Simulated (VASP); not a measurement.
A run of VASP 6.6.1 is set up as follows.

File INCAR:

```
PREC     = Accurate       # precision mode
ENCUT    = 520            # plane-wave cutoff, eV
EDIFF    = 1E-6           # SCF threshold, eV
ISMEAR   = 0              # smearing method
SIGMA    = 0.02           # smearing width, eV
LREAL    = F              # projectors in reciprocal space
LASPH    = T              # aspherical terms in the spheres
NELM     = 60             # most SCF steps
ALGO     = Normal         # electronic algorithm
ISIF     = 2              # what is computed and relaxed
LWAVE    = F              # write WAVECAR
LCHARG   = F              # write CHGCAR
GGA      = PE             # functional
NBANDS   = 28             # bands
```

Contents of KPOINTS:

```
Automatic mesh
0
Gamma
  8 8 4
```

Contents of POSCAR:

```
PbSe
1.0
    3.6967358371     -2.1335690360      0.0164849150
    3.6967358371      2.1335690360      0.0164849150
   -0.0368429937      0.0000000000      7.9246273946
Pb Se
2 2
Direct
    0.6666786698      0.6666786698      0.2279174792
    0.3333147113      0.3333147113      0.7279178639
   -0.0000309894     -0.0000309894      0.5219323753
    0.9999387539      0.9999387539      0.0219302815
```

Potentials or basis: VASP PAW PBE potentials, release 64 (Pb_d, Se).

Run with:

```bash
$ cat potpaw_PBE.64/Pb_d/POTCAR potpaw_PBE.64/Se/POTCAR > POTCAR
$ mpirun -np 1 vasp_std > vasp.out
```

Estimate the largest force.

0.007 eV/Å.

Predict the band gap on the k mesh.

0.72 eV.

What does it give for the pressure?

0.0 GPa.

Forces in eV/Å, atoms in the order of the input:
```
Pb   0.000  0.000  0.006
Pb   0.000  0.000  0.006
Se   0.000  0.000 -0.007
Se   0.000  0.000 -0.006
```

Caveat: spin-orbit coupling is left out, which moves the levels of the heavy elements. A k mesh can miss the band edges.
